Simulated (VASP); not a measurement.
Set up this calculation in VASP 6.6.1, as the native input.

| Property | Result |
| --- | --- |
| Task | single point |
| Functional | RPBE |
| Potentials or basis | VASP PAW PBE potentials, release 64 (In_d) |
| Cutoff | 520 eV |
| k mesh | 13 × 13 × 13 |
| Occupations | fermi-dirac, width 0.1 eV |
| Spin | no spin polarisation |
| Dipole correction | no |
| Further INCAR settings | ALGO = Normal; EDIFF = 1e-06; NBANDS = 12 |

The structure of In lies in POSCAR:

```
In
1.0
   -2.0142342368      2.0142342368      2.0142342368
    2.0142342368     -2.0142342368      2.0142342368
    2.0142342368      2.0142342368     -2.0142342368
In
1
Direct
    0.0000000000      0.0000000000      0.0000000000
```

This cell differs from its parent crystal: volume scaled by 1.12.

The input as run:

INCAR

```
SYSTEM = In
PREC = Accurate
ENCUT = 520
EDIFF = 1E-6
ISMEAR = -1
SIGMA = 0.1
LREAL = .FALSE.
LASPH = .TRUE.
NELM = 80
ALGO = Normal
ISIF = 2
LWAVE = .FALSE.
LCHARG = .TRUE.
GGA = RP
LELF = .TRUE.
LVHAR = .TRUE.
NBANDS = 12
```

KPOINTS

```
Automatic mesh
0
G
  13 13 13
  0 0 0
```

Potentials or basis: VASP PAW PBE potentials, release 64 (In_d).

Command:

```sh
$ cat potpaw_PBE.64/In_d/POTCAR > POTCAR
$ mpirun -np 1 vasp_std > vasp.out
```

Results of the run:

The pressure is -2.5 GPa.

Caveat: the PAW data sets were made with another functional, which shifts forces and pressure a little.

Wall time 62 s on 1 thread of AMD EPYC 7R13, on a shared host, peak memory 0.14 GiB.
